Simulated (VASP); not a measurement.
# MoS2 (P-3m1) in VASP: further runs

Aim: see how the results for MoS2 move with the level of theory and the settings. Levels: PBEsol, PBEsol+U. Tasks: single point.

Everything below comes from runs of VASP 6.6.1. Logs are shortened: lines on timing, memory, paths and dates and some standing lists are left out, and cuts for length are marked.

**1. The cell of the first run**

It takes space group P-3m1 (No. 164, trigonal). Conventional cell: a = 3.227 Å, b = 3.227 Å, c = 6.565 Å, α = 90.00°, β = 90.00°, γ = 120.00°. Within 3.2 Å of Mo (site symmetry -3m) lie 6 S at 2.46 Å. S (site symmetry 3m) has 3 Mo at 2.46 Å within 3.2 Å.

**2. Single point, PBEsol**

Input file INCAR:

```
SYSTEM = MoS2
PREC     = Accurate       ! precision mode
ENCUT    = 520            ! plane-wave cutoff, eV
EDIFF    = 1E-7           ! SCF threshold, eV
ISMEAR   = -1             ! smearing method
SIGMA    = 0.05           ! smearing width, eV
LREAL    = .False.        ! projectors in reciprocal space
LASPH    = .True.         ! aspherical terms in the spheres
NELM     = 100            ! most SCF steps
ALGO     = Normal         ! electronic algorithm
ISIF     = 2              ! what is computed and relaxed
LWAVE    = .False.        ! write WAVECAR
LCHARG   = .False.        ! write CHGCAR
GGA      = PS             ! functional
NBANDS   = 20             ! bands
```

Input file KPOINTS:

```
regular mesh
0
Gamma
  8 8 4
  0 0 0
```

Input file POSCAR:

```
MoS2
1.0
    3.2274645616      0.0000000000      0.0000000000
   -1.6137322808      2.7950663001      0.0000000000
    0.0000000000      0.0000000000      6.5649723568
Mo S
1 2
Direct
    0.0000000000      0.0000000000      0.5000000000
    0.6666666667      0.3333333333      0.7446806800
    0.3333333333      0.6666666667      0.2553193200
```

Potentials or basis: VASP PAW PBE potentials, release 64 (Mo_sv, S).

On the command line:

```sh
$ cat potpaw_PBE.64/Mo_sv/POTCAR potpaw_PBE.64/S/POTCAR > POTCAR
$ mpirun -np 1 vasp_std > vasp.out
```

OUTCAR:

```text
SYSTEM = MoS2
   PREC = Accurate
   ENCUT = 520
   EDIFF = 1E-7
   ISMEAR = -1
   LREAL = .False.
   LASPH = .True.
   NELM = 100
   ISIF = 2
   GGA = PS

 ion  position               nearest neighbor table
   1  0.000  0.000  0.500-   2 2.46   3 2.46   3 2.46   2 2.46   2 2.46   3 2.46
   2  0.667  0.333  0.745-   1 2.46   1 2.46   1 2.46
   3  0.333  0.667  0.255-   1 2.46   1 2.46   1 2.46

  LATTYP: Found a hexagonal cell.
 ALAT       =     3.2274645616
 C/A-ratio  =     2.0340958767

  Lattice vectors:

 A1 = (   3.2274645616,   0.0000000000,   0.0000000000)
 A2 = (  -1.6137322808,   2.7950663001,   0.0000000000)
 A3 = (   0.0000000000,   0.0000000000,   6.5649723568)

Analysis of symmetry for initial positions (statically):
=====================================================================
 Subroutine PRICEL returns:
 Original cell was already a primitive cell.

 Routine SETGRP: Setting up the symmetry group for a
 hexagonal supercell.

 Subroutine GETGRP returns: Found 12 space group operations
 (whereof 12 operations were pure point group operations)
 out of a pool of 24 trial point group operations.

The static configuration has the point symmetry D_3d.

Analysis of symmetry for dynamics (positions and initial velocities):
=====================================================================
 Subroutine PRICEL returns:
 Original cell was already a primitive cell.

 Routine SETGRP: Setting up the symmetry group for a
 hexagonal supercell.

 Subroutine GETGRP returns: Found 12 space group operations
 (whereof 12 operations were pure point group operations)
 out of a pool of 24 trial point group operations.

The dynamic configuration has the point symmetry D_3d.

 Subroutine INISYM returns: Found 12 space group operations
 (whereof 12 operations are pure point group operations),
 and found     1 'primitive' translations

----------------------------------------------------------------------------------------

                                     Primitive cell

  volume of cell :      59.2225

  direct lattice vectors                    reciprocal lattice vectors
     3.227464562  0.000000000  0.000000000     0.309840737  0.178886633  0.000000000
    -1.613732281  2.795066300  0.000000000     0.000000000  0.357773266  0.000000000
     0.000000000  0.000000000  6.564972357     0.000000000  0.000000000  0.152323566

  length of vectors
     3.227464562  3.227464562  6.564972357     0.357773266  0.357773266  0.152323566

  position of ions in fractional coordinates (direct lattice)
     0.000000000  0.000000000  0.500000000
     0.666666667  0.333333333  0.744680680
     0.333333333  0.666666667  0.255319320

  ion indices of the primitive-cell ions
   primitive index   ion index
                 1           1
                 2           2
                 3           3

----------------------------------------------------------------------------------------

 KPOINTS: regular mesh

Automatic generation of k-mesh.
 Grid dimensions read from file:
 generate k-points for:    8    8    4

 Generating k-lattice:

  Cartesian coordinates                     Fractional coordinates (reciprocal lattice)
     0.038730092  0.022360829  0.000000000     0.125000000  0.000000000  0.000000000
     0.000000000  0.044721658  0.000000000     0.000000000  0.125000000  0.000000000
     0.000000000  0.000000000  0.038080891     0.000000000  0.000000000  0.250000000

  Length of vectors
     0.044721658  0.044721658  0.038080891

  Shift w.r.t. Gamma in fractional coordinates (k-lattice)
     0.000000000  0.000000000  0.000000000

 Subroutine IBZKPT returns following result:
 ===========================================

 Found     35 irreducible k-points:

 Following reciprocal coordinates:
            Coordinates               Weight
  0.000000  0.000000  0.000000      1.000000
  0.125000  0.000000  0.000000      6.000000
  0.250000  0.000000  0.000000      6.000000
  0.375000 -0.000000  0.000000      6.000000
  0.500000  0.000000  0.000000      3.000000
  0.125000  0.125000  0.000000      6.000000
[... 16 lines left out ...]
 -0.125000  0.500000  0.250000     12.000000
  0.250000  0.250000  0.250000     12.000000
 [... further k-points ...]
   k-points           NKPTS =     35   k-points in BZ     NKDIM =     35   number of bands    NBANDS=     20
   number of dos      NEDOS =    301   number of ions     NIONS =      3
   total plane-waves  NPLWV =  28800
   dimension x,y,z NGX =    24 NGY =   24 NGZ =   50
   dimension x,y,z NGXF=    48 NGYF=   48 NGZF=  100
   ions per type =               1   2
   NGX,Y,Z   is equivalent  to a cutoff of  12.36, 12.36, 12.66 a.u.
   NGXF,Y,Z  is equivalent  to a cutoff of  24.72, 24.72, 25.32 a.u.
 SYSTEM =  MoS2
   PREC   = accura    normal or accurate (medium, high low for compatibility)
   ISTART =      0    job   : 0-new  1-cont  2-samecut
   ICHARG =      2    charge: 1-file 2-atom 10-const
   ISPIN  =      1    spin polarized calculation?
   LNONCOLLINEAR =      F non collinear calculations
   LSORBIT =      F    spin-orbit coupling
   LASPH  =      T    aspherical Exc in radial PAW
   ENCUT  =  520.0 eV  38.22 Ry    6.18 a.u.   6.00  6.00 12.21*2*pi/ulx,y,z
   NELM   =    100;   NELMIN=  2; NELMDL= -5     # of ELM steps
   EDIFF  = 0.1E-06   stopping-criterion for ELM
   LREAL  =      F    real-space projection
   EDIFFG = 0.1E-05   stopping-criterion for IOM
   NSW    =      0    number of steps for IOM
   IBRION =     -1    ionic relax: 0-MD 1-quasi-New 2-CG
   NFREE  =      0    steps in history (QN), initial steepest desc. (CG)
   ISIF   =      2    stress and relaxation
   ISYM   =      2    0-nonsym 1-usesym 2-fastsym
   POTIM  = 0.5000    time-step for ionic-motion
   TEBEG  =    0.0;   TEEND  =   0.0 temperature during run
   PSTRESS=    0.0 pullay stress
   NELECT =      26.0000    total number of electrons
   NUPDOWN=      -1.0000    fix difference up-down
   EMIN   =  10.00;   EMAX   =-10.00  energy-range for DOS
   EFERMI =   0.00;   METHOD = LEGACY
   ISMEAR =    -1;   SIGMA  =   0.05  broadening in eV -4-tet -1-fermi 0-gaus
   EFERMI_NEDOS =   21; number of points for ismear=-14 and -15
   IALGO  =     38    algorithm
   IMIX   =      4    mixing-type and parameters
     AMIX     =   0.40;   BMIX     =  1.00
     AMIX_MAG =   1.60;   BMIX_MAG =  1.00
  volume/ion in A,a.u.               =      19.74       133.22
  Fermi-wavevector in a.u.,A,eV,Ry     =   1.244239  2.351271 21.063594  1.548130
  Thomas-Fermi vector in A             =   2.378514
   LORBIT       =      0    0 simple, 1 ext, 2 COOP (PROOUT), +10 PAW based schemes
   GGA     = PS    functional components
   LHFCALC =     F    Hartree Fock is set to
   AEXX    =    0.0000 exact exchange contribution
   IVDW    =     0    specifies the selected vdW correction
   LEPSILON=     F    determine dielectric tensor
   LRPA    =     F    only Hartree local field effects (RPA)
 non-spin polarized calculation
  energy-cutoff  :      520.00
  volume of cell :       59.22
 maximum number of plane-waves:      1612
   NGX = 13   NGY = 13   NGZ = 25

 number of electron      26.0000000 magnetization

 Free energy of the ion-electron system (eV)
  ---------------------------------------------------
  ext. energy  EPLUGINS =         0.00000000
  ---------------------------------------------------
  free energy    TOTEN  =       -22.49556552 eV

  energy without entropy =      -22.48157954  energy(sigma->0) =      -22.48857253

 E-fermi :   6.3522     XC(G=0): -10.4238

 val. band max:        6.3363511491   @ k =   0.2500   0.2500   0.0000
 cond. band min:       6.3979107134   @ k =   0.1250   0.0000   0.0000
 fundamental gap:      0.0615595643
 Fermi energy:         6.3521968771

 k-point     1 :       0.0000    0.0000    0.0000
  band No.  band energies     occupation
      1     -55.3338      2.00000
      2     -29.3831      2.00000
      3     -29.3383      2.00000
      4     -29.3383      2.00000
      5      -8.2466      2.00000
      6      -7.0003      2.00000
[... 12 lines left out ...]
     19      12.5427      0.00000
     20      16.0539      0.00000

 k-point     2 :       0.1250    0.0000    0.0000
  band No.  band energies     occupation
      1     -55.3294      2.00000
      2     -29.3854      2.00000
      3     -29.3741      2.00000
      4     -29.3492      2.00000
      5      -8.0198      2.00000
      6      -6.9301      2.00000
[... 12 lines left out ...]
     19      13.5689      0.00000
     20      15.4007      0.00000

 k-point     3 :       0.2500    0.0000    0.0000
  band No.  band energies     occupation
      1     -55.3185      2.00000
      2     -29.4974      2.00000
      3     -29.3753      2.00000
      4     -29.3523      2.00000
      5      -7.4190      2.00000
      6      -6.7412      2.00000
[... 12 lines left out ...]
     19      13.8462      0.00000
     20      14.4654      0.00000

 k-point     4 :       0.3750   -0.0000    0.0000
  band No.  band energies     occupation
      1     -55.3076      2.00000
      2     -29.6074      2.00000
      3     -29.4013      2.00000
      4     -29.3304      2.00000
      5      -6.8100      2.00000
      6      -6.3969      2.00000
[... 12 lines left out ...]
     19      13.0712      0.00000
     20      13.9850      0.00000

 k-point     5 :       0.5000    0.0000    0.0000
  band No.  band energies     occupation
      1     -55.3031      2.00000
      2     -29.6524      2.00000
      3     -29.4120      2.00000
      4     -29.3213      2.00000
      5      -6.6554      2.00000
      6      -6.0693      2.00000
[... 12 lines left out ...]
     19      12.9223      0.00000
     20      14.2908      0.00000
[... 353 lines left out ...]
      6      -6.6646      2.00000
[... 12 lines left out ...]
     19      13.8889      0.00000
     20      14.7044      0.00000

 k-point    22 :       0.3750    0.1250    0.2500
  band No.  band energies     occupation
      1     -55.3031      2.00000
      2     -29.6277      2.00000
      3     -29.4377      2.00000
      4     -29.3213      2.00000
      5      -6.6216      2.00000
      6      -6.1171      2.00000
[... 12 lines left out ...]
     19      13.1741      0.00000
     20      14.5063      0.00000

 k-point    23 :      -0.1250    0.5000    0.2500
  band No.  band energies     occupation
      1     -55.3031      2.00000
      2     -29.6277      2.00000
      3     -29.4377      2.00000
      4     -29.3213      2.00000
      5      -6.5812      2.00000
      6      -6.1692      2.00000
[... 12 lines left out ...]
     19      13.0968      0.00000
     20      14.4709      0.00000

 k-point    24 :       0.2500    0.2500    0.2500
  band No.  band energies     occupation
      1     -55.3031      2.00000
      2     -29.5931      2.00000
      3     -29.4731      2.00000
      4     -29.3214      2.00000
      5      -6.4460      2.00000
      6      -6.3264      2.00000
[... 12 lines left out ...]
     19      13.3884      0.00000
     20      14.9289      0.00000

 [... further k-points ...]
[... 5 lines left out ...]
  --------------------------------------------------------------------------------------
  -------------------------------------------------------------------------------------
  Total       -3.0016377     -3.0016377     -3.2091384      0.0000000      0.0000000      0.0000000
  in kB      -81.2049234    -81.2049234    -86.8185502      0.0000000      0.0000000      0.0000000
  external PRESSURE =     -83.0761323 kB  Pullay stress =       0.0000000 kB

 VOLUME and BASIS-vectors are now :
 -----------------------------------------------------------------------------
  energy-cutoff  :      520.00
  volume of cell :       59.22
      direct lattice vectors                 reciprocal lattice vectors
     3.227464562  0.000000000  0.000000000     0.309840737  0.178886633  0.000000000
    -1.613732281  2.795066300  0.000000000     0.000000000  0.357773266  0.000000000
     0.000000000  0.000000000  6.564972357     0.000000000  0.000000000  0.152323566

 POSITION                                       TOTAL-FORCE (eV/Angst)
 -----------------------------------------------------------------------------------
      0.00000      0.00000      3.28249        -0.000000     -0.000000      0.000000
      1.61373      0.93169      4.88881        -0.000000     -0.000000     -0.859155
     -0.00000      1.86338      1.67616         0.000000      0.000000      0.859155
 -----------------------------------------------------------------------------------
    total drift:                                0.000000     -0.000000      0.000000

  FREE ENERGIE OF THE ION-ELECTRON SYSTEM (eV)
  ---------------------------------------------------
  free  energy   TOTEN  =       -22.4955655238 eV

  energy  without entropy=      -22.4815795435  energy(sigma->0) =      -22.48857253
```

It took 25 s on 1 thread of Intel Xeon Platinum 8488C (Sapphire Rapids), shared host; peak memory 0.19 GiB.

Results:

| Item | Value |
| --- | --- |
| Free energy | -22.4956 eV |
| Pressure | -8.3 GPa |
| Largest force | 0.859 eV/Å |
| Band gap on the k mesh | zero (band 13 reaches 6.48 eV, above the bottom of band 14 at 6.14 eV) |

Forces on the atoms (eV/Å):
```
Mo   0.000  0.000  0.000
S    0.000  0.000 -0.859
S    0.000  0.000  0.859
```

Caveat: the PAW data sets were made with another functional, which shifts forces and pressure a little; this functional lacks dispersion, which binds the layers, so the pressure and a relaxed spacing across them are unreliable.

**3. Single point, PBEsol+U**

This run uses another cell than the first one, of 18.98 Å³/atom, 0.962 times its volume.

Input file INCAR:

```
SYSTEM = MoS2
PREC = Accurate
ENCUT = 520
EDIFF = 1E-6
ISMEAR = -1
SIGMA = 0.05
LREAL = .FALSE.
LASPH = .TRUE.
NELM = 150
ALGO = Normal
ISIF = 2
LWAVE = .FALSE.
LCHARG = .FALSE.
LMAXMIX = 4
LDAU = .TRUE.
LDAUTYPE = 2
LDAUL = 2 -1
LDAUU = 1 0
LDAUJ = 0 0
LDAUPRINT = 1
GGA = PS
NBANDS = 20
```

Input file KPOINTS:

```
Automatic mesh
0
G
  9 9 4
  0 0 0
```

POSCAR: that of step 2 with these lines changed.

```diff
@@ -4,3 +4,3 @@
    -1.6137322808      2.7950663001      0.0000000000
-    0.0000000000      0.0000000000      6.5649723568
+    0.0000000000      0.0000000000      6.3124734200
 Mo S
```

Potentials or basis: VASP PAW PBE potentials, release 64 (Mo_sv, S).

On the command line:

```sh
$ cat potpaw_PBE.64/Mo_sv/POTCAR potpaw_PBE.64/S/POTCAR > POTCAR
$ mpirun -np 1 vasp_std > vasp.out
```

Run time: 24 s. Hardware: 1 thread of Intel Xeon Platinum 8488C (Sapphire Rapids), shared host; peak memory 0.19 GiB.

It converged, with:

| Item | Value |
| --- | --- |
| Free energy | -21.3856 eV |
| Pressure | -2.9 GPa |
| Largest force | 0.071 eV/Å |
| Band gap on the k mesh | zero (band 13 reaches 7.48 eV, above the bottom of band 14 at 6.47 eV) |

Forces on the atoms (eV/Å):
```
Mo   0.000  0.000  0.000
S    0.000  0.000  0.071
S    0.000  0.000 -0.071
```

Stress tensor (GPa, compression positive):
```
-4.12  0.00  0.00
 0.00 -4.12  0.00
 0.00  0.00 -0.53
```

Levels at points of the mesh, in eV from the Fermi level:
```tsv
k point	band 11	band 12	band 13	band 14	band 15	band 16
(0.00, 0.00, 0.00)	-1.07	-0.95	-0.95	-0.31	-0.31	3.22
(0.00, 0.00, 0.50)	-0.96	-0.96	-0.38	-0.38	-0.06	3.38
```

Eigenvalues of the final occupation matrices:
| site | spin | trace | eigenvalues |
| --- | --- | --- | --- |
| site 1 d | 1 | 1.96 | 0.36 0.36 0.40 0.42 0.42 |
| site 1 d | 2 | 1.96 | 0.36 0.36 0.40 0.42 0.42 |

Caveat: the PAW data sets were made with another functional, which shifts forces and pressure a little; this functional lacks dispersion, which binds the layers, so the pressure and a relaxed spacing across them are unreliable; U without spin polarisation on a metal has little footing.

**4. Single point, PBEsol+U**

This run uses another cell than the first one, of 18.98 Å³/atom, 0.962 times its volume.

INCAR: that of step 3 with these lines changed.

```diff
@@ -17,3 +17,3 @@
 LDAUL = 2 -1
-LDAUU = 1 0
+LDAUU = 2 0
 LDAUJ = 0 0
```

KPOINTS is that of step 3.

POSCAR is that of step 3.

On the command line:

```sh
$ cat potpaw_PBE.64/Mo_sv/POTCAR potpaw_PBE.64/S/POTCAR > POTCAR
$ mpirun -np 1 vasp_std > vasp.out
```

Run time: 25 s. Hardware: 1 thread of Intel Xeon Platinum 8488C (Sapphire Rapids), shared host; peak memory 0.19 GiB.

The run converged. Its results:

- Free energy: -20.1987 eV
- Pressure: -2.4 GPa
- Largest force: 0.117 eV/Å
- Band gap on the k mesh: zero (band 13 reaches 7.51 eV, above the bottom of band 14 at 6.49 eV)

Forces on the atoms (eV/Å):
```
Mo   0.000  0.000  0.000
S    0.000  0.000  0.117
S    0.000  0.000 -0.117
```

Stress tensor (GPa, compression positive):
```
-3.52  0.00  0.00
 0.00 -3.52  0.00
 0.00  0.00 -0.10
```

Levels at points of the mesh, in eV from the Fermi level:
```csv
k point,band 9,band 10,band 11,band 12,band 13,band 14,band 15,band 16,band 17,band 18
"(0.00, 0.00, 0.00)",-3.99,-1.86,-1.06,-0.95,-0.95,-0.32,-0.32,3.23,3.23,5.94
"(0.00, 0.00, 0.50)",-3.98,-3.63,-0.96,-0.96,-0.39,-0.39,-0.06,3.39,3.39,5.91
```

Eigenvalues of the final occupation matrices:
```
    site  spin  trace               eigenvalues
site 1 d     1   1.95  0.36 0.36 0.40 0.42 0.42
site 1 d     2   1.95  0.36 0.36 0.40 0.42 0.42
```

Caveat: the PAW data sets were made with another functional, which shifts forces and pressure a little; this functional lacks dispersion, which binds the layers, so the pressure and a relaxed spacing across them are unreliable; U without spin polarisation on a metal has little footing.

**5. Summary**

| level | U | cell | k mesh | gap on the mesh (eV) | pressure (GPa) | largest force (eV/Å) |
| --- | --- | --- | --- | --- | --- | --- |
| PBEsol | - | a = 3.227, b = 3.227, c = 6.565 Å, angles 90.0, 90.0, 120.0°, 3 atoms | 8 × 8 × 4 | none | -8.3 | 0.86 |
| PBEsol+U | Mo d U = 1.0 eV | a = 3.227, b = 3.227, c = 6.312 Å, angles 90.0, 90.0, 120.0°, 3 atoms | 9 × 9 × 4 | none | -2.9 | 0.07 |
| PBEsol+U | Mo d U = 2.0 eV | a = 3.227, b = 3.227, c = 6.312 Å, angles 90.0, 90.0, 120.0°, 3 atoms | 9 × 9 × 4 | none | -2.4 | 0.12 |

Alike in all rows: task single point; potentials or basis VASP PAW PBE potentials, release 64 (Mo_sv, S); no spin polarisation; cutoff (eV) 520; smearing fermi-dirac 0.05 eV.

Caveats: the PAW data sets were made with another functional, which shifts forces and pressure a little; this functional lacks dispersion, which binds the layers, so the pressure and a relaxed spacing across them are unreliable; U without spin polarisation on a metal has little footing (some runs).

Absolute energies hang on the potentials; compare differences alone.
